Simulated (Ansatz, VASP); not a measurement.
# Two plane-wave programs on HfO3

File INCAR:

```
SYSTEM = HfO3
PREC = Accurate ; ENCUT = 600
EDIFF = 1E-6 ; ISMEAR = 0
SIGMA = 0.1 ; LREAL = .False.
LASPH = .True. ; NELM = 80
ALGO = Normal ; ISIF = 3
LWAVE = .False. ; LCHARG = .False.
GGA = PE ; IBRION = 2
NSW = 90 ; EDIFFG = -0.04
```

Contents of KPOINTS:

```
regular mesh
0
Gamma
  6 6 6
  0 0 0
```

The input POSCAR:

```
HfO3
1.0
    0.0000000000      3.0507509700      3.0507509700
    3.0507509700      0.0000000000      3.0507509700
    3.0507509700      3.0507509700      0.0000000000
Hf O
1 3
Direct
    0.5000000000      0.5000000000      0.5000000000
    0.0000000000      0.0000000000      0.0000000000
    0.2500000000      0.2500000000      0.2500000000
    0.7500000000      0.7500000000      0.7500000000
```

Input for Ansatz:

```yaml
crystal:
  lattice:
    - [0.0, 3.05075097, 3.05075097]
    - [3.05075097, 0.0, 3.05075097]
    - [3.05075097, 3.05075097, 0.0]
  atoms:
    - { symbol: Hf, position: [0.5, 0.5, 0.5] }
    - { symbol: O, position: [0.0, 0.0, 0.0] }
    - { symbol: O, position: [0.25, 0.25, 0.25] }
    - { symbol: O, position: [0.75, 0.75, 0.75] }
basis:
  ecutwfc: 420
kpoints:
  mp_grid: { grid: [6, 6, 6] }
hamiltonian:
  xc: pbe
scf:
  occupations: { method: gaussian, width: 0.1 }
  lower_state_search: "off"
output:
  forces: true
  stress: true
  eigenvalues: true
relax:
  adjacent_minimum: "off"
  f_tol: 0.04
  max_steps: 70
  cell: { stress_tol: 0.4 }
```

Alike in both runs: task relaxation of cell and atoms; functional PBE; k mesh 6 × 6 × 6; occupations gaussian, width 0.1 eV; no spin polarisation.

```csv
,VASP,Ansatz
version,VASP 6.6.1,Ansatz 0.2.0
potentials or method,"VASP PAW PBE potentials, release 64 (Hf_pv, O), cutoff 600 eV","scalar-relativistic, plane waves, PAW"
valence electrons in the cell,28,44
```

```csv
,VASP,Ansatz,Ansatz less VASP
"gap on the k mesh at the Fermi level, each at its own relaxed structure (eV)",none,none,-
relaxed volume (Å³/atom),9.22,9.34,+0.113
relaxed cell length with the largest relative difference (Å),3.737,3.752,+0.0152
```

A gap of «none» marks a metal or a gap that the smearing closes. VASP's potentials hold 28 valence electrons a cell and Ansatz's 44, so a difference there can come from the potentials and not from the codes.

Spin-orbit coupling is off throughout. Noted on VASP's run: the volume moved by over 15 % at a fixed basis, so the end points are rough.
